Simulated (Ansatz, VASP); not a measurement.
## Two plane-wave programs on Nb

The input INCAR:

```
SYSTEM = Nb
ALGO = Normal ; EDIFF = 1E-6
ENCUT = 520 ; GGA = RE
ISIF = 2 ; ISMEAR = -1
LASPH = .TRUE. ; LCHARG = .TRUE.
LELF = .TRUE. ; LREAL = .FALSE.
LVHAR = .TRUE. ; LWAVE = .FALSE.
NBANDS = 34 ; NELM = 60
PREC = Accurate ; SIGMA = 0.1
```

The input KPOINTS:

```
k-points
0
G
  14 14 4
  0 0 0
```

Contents of POSCAR:

```
Nb
1.0
    2.7590132776      0.0000000000      0.0000000000
   -1.3795066388      2.3893755878      0.0000000000
    0.0000000000      0.0000000000     10.1046231344
Nb
4
Direct
    1.0000000000      0.0000000000      0.0000000000
    0.0000000000      0.0000000000      0.5000000000
    0.3333333333      0.6666666667      0.2500000000
    0.6666666667      0.3333333333      0.7500000000
```

Input for Ansatz:

```yaml
crystal:
  lattice:
    - [2.7590132776, 0.0, 0.0]
    - [-1.3795066388, 2.3893755878, 0.0]
    - [0.0, 0.0, 10.1046231344]
  atoms:
    - { symbol: Nb, position: [1.0, 0.0, 0.0] }
    - { symbol: Nb, position: [0.0, 0.0, 0.5] }
    - { symbol: Nb, position: [0.3333333333, 0.6666666667, 0.25] }
    - { symbol: Nb, position: [0.6666666667, 0.3333333333, 0.75] }
hamiltonian:
  xc: revpbe
  pseudopotentials:
    kind: paw
    azcp:
      Nb: "pseudopotentials/Nb.paw.azcp"
basis:
  ecutwfc: 420
  fft_grid_basis: typed
kpoints:
  mp_grid: { grid: [14, 14, 4], shift: [0, 0, 0] }
magnetization:
  spin_polarized: false
scf:
  occupations: { method: fermi_dirac, width: 0.1 }
  lower_state_search: "off"
output:
  stress: true
```

Alike in both runs: task single point; functional revPBE; k mesh 14 × 14 × 4; occupations fermi-dirac, width 0.1 eV; no spin polarisation.

```csv
,VASP,Ansatz
version,VASP 6.6.1,Ansatz 0.2.0
potentials or method,"VASP PAW PBE potentials, release 64 (Nb_sv), cutoff 520 eV","plane waves (420 eV) with PAW, scalar-relativistic"
valence electrons in the cell,52,52
```

Ansatz gave:

```
pressure (GPa)                                                : 25.3
traceless stress, the component that is largest in VASP (GPa) : -1.25
```

**Question.** Estimate VASP's values.

**Answer.** Pressure (GPa): 24.9; traceless stress, the component that is largest in VASP (GPa): -1.28.

VASP's potentials were made for PBE, not for revPBE.
